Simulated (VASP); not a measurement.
## LaH3Pt: density of states with PBEsol

Crystal: LaH3Pt.

```
Pt H La
1.0
     3.80864    0.00000    0.00000
     0.00000    3.80864    0.00000
     0.00000    0.00000    3.80864
Pt H La
1 3 1
Direct
  0.00000 0.00000 0.00000
  0.50000 0.00000 0.00000
  0.00000 0.50000 0.00000
  0.00000 0.00000 0.50000
  0.50000 0.50000 0.50000
```

```
Program                 : VASP 6.6.1
Task                    : density of states
Functional              : PBEsol
Potentials or basis     : VASP PAW PBE potentials, release 64 (Pt, H, La)
Cutoff                  : 520 eV
k mesh                  : 9 × 9 × 9
Occupations             : fermi-dirac, width 0.1 eV
Spin                    : no spin polarisation
Dipole correction       : no
k mesh for the DOS      : 14 × 14 × 14
Occupations for the DOS : tetrahedron
Further INCAR settings  : ALGO = Normal; EDIFF = 1e-06
```

The valence electrons inside the program's atomic spheres are Pt 9.54; H 0.50; La 8.56.

Levels at points of the mesh, in eV from the Fermi level:
```csv
k point,band 10,band 11,band 12,band 13,band 14,band 15
"(0.00, 0.00, 0.00)",-3.67,0.36,0.36,1.42,1.42,1.42
"(0.50, 0.00, 0.00)",-3.55,-3.22,-0.89,0.32,0.32,1.59
"(0.50, 0.50, 0.00)",-4.36,-3.44,-3.21,1.03,1.51,1.53
"(0.50, 0.50, 0.50)",-3.96,-3.41,-3.41,-2.29,1.66,1.66
```

Run time: 94 s on 1 thread of Intel(R) Xeon(R) Platinum 8259CL CPU @ 2.50GHz (Skylake/Cascade Lake) (shared host), peak memory 0.27 GiB.

Caveat: spin-orbit coupling is left out, which moves the levels of the heavy elements.
